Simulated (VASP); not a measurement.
## SnO2: single point with LDA

Crystal: SnO2.

```
Sn O
1.0
     4.72072    0.00000    0.00000
     0.00000    4.72072    0.00000
     0.00000    0.00000    3.18876
Sn O
2 4
Direct
  0.00000 0.00000 0.96049
  0.50000 0.50000 0.53951
  0.28819 0.32402 0.02299
  0.21181 0.82402 0.47701
  0.71181 0.67598 0.02299
  0.78819 0.17598 0.47701
```

This cell differs from its parent crystal: mode 4 frozen in at -0.120 Å and mode 5 at -0.126 Å (largest displacements).

| Quantity | Value |
| --- | --- |
| Program | VASP 6.6.1 |
| Task | single point |
| Functional | LDA |
| Potentials or basis | VASP PAW LDA potentials, release 64 (Sn_d, O) |
| Cutoff | 520 eV |
| k mesh | 6 × 6 × 8 |
| Occupations | gaussian, width 0.05 eV |
| Spin | no spin polarisation |

| Quantity | Value |
| --- | --- |
| Pressure | 0.8 GPa |
| Largest force | 1.220 eV/Å |
| Band gap on the k mesh | 1.22 eV, direct |

Forces in eV/Å, atoms in the order of the input:
```
Sn   0.000  0.000  1.220
Sn   0.000  0.000 -1.220
O   -0.059 -0.166 -0.074
O    0.059 -0.166  0.074
O    0.059  0.166 -0.074
O   -0.059  0.166  0.074
```

Stress tensor (GPa, compression positive):
```
0.25 0.00 0.00
0.00 1.28 0.00
0.00 0.00 0.72
```

Levels at points of the mesh, in eV from the valence-band top:
| k point | band 22 | band 23 | band 24 | band 25 | band 26 | band 27 | band 28 | band 29 | band 30 | band 31 |
| --- | --- | --- | --- | --- | --- | --- | --- | --- | --- | --- |
| (0.00, 0.00, 0.00) | -1.29 | -1.18 | -0.68 | -0.59 | 0.00 | 1.22 | 5.98 | 6.11 | 6.21 | 10.22 |
| (0.50, 0.00, 0.00) | -1.82 | -1.15 | -1.15 | -0.42 | -0.42 | 4.20 | 4.20 | 6.56 | 6.56 | 10.83 |
| (0.00, 0.50, 0.00) | -2.07 | -1.15 | -1.15 | -0.64 | -0.64 | 4.41 | 4.41 | 7.17 | 7.17 | 10.64 |
| (0.50, 0.50, 0.00) | -2.00 | -1.27 | -1.27 | -0.80 | -0.80 | 4.73 | 4.73 | 7.28 | 7.28 | 10.83 |
| (0.00, 0.00, 0.50) | -2.57 | -1.91 | -1.40 | -1.14 | -1.13 | 5.74 | 6.31 | 9.34 | 9.83 | 10.03 |
| (0.50, 0.00, 0.50) | -1.89 | -0.96 | -0.96 | -0.74 | -0.74 | 6.33 | 6.33 | 8.01 | 8.01 | 10.46 |
| (0.00, 0.50, 0.50) | -1.54 | -1.13 | -1.13 | -0.58 | -0.58 | 6.21 | 6.21 | 7.74 | 7.74 | 10.98 |
| (0.50, 0.50, 0.50) | -2.40 | -0.91 | -0.91 | -0.73 | -0.73 | 4.77 | 4.77 | 8.54 | 8.54 | 10.94 |

Run time: 7.1 min on 1 thread of AMD EPYC 7R13, with other jobs on the host, peak memory 0.23 GiB.

Caveat: the cell differs from its parent crystal (mode 4 frozen in at -0.120 Å and mode 5 at -0.126 Å (largest displacements)); spin-orbit coupling is left out, which moves the levels of the heavy elements; forces of over 1 eV/Å act on the atoms, so gaps and moduli don't describe the material at rest.
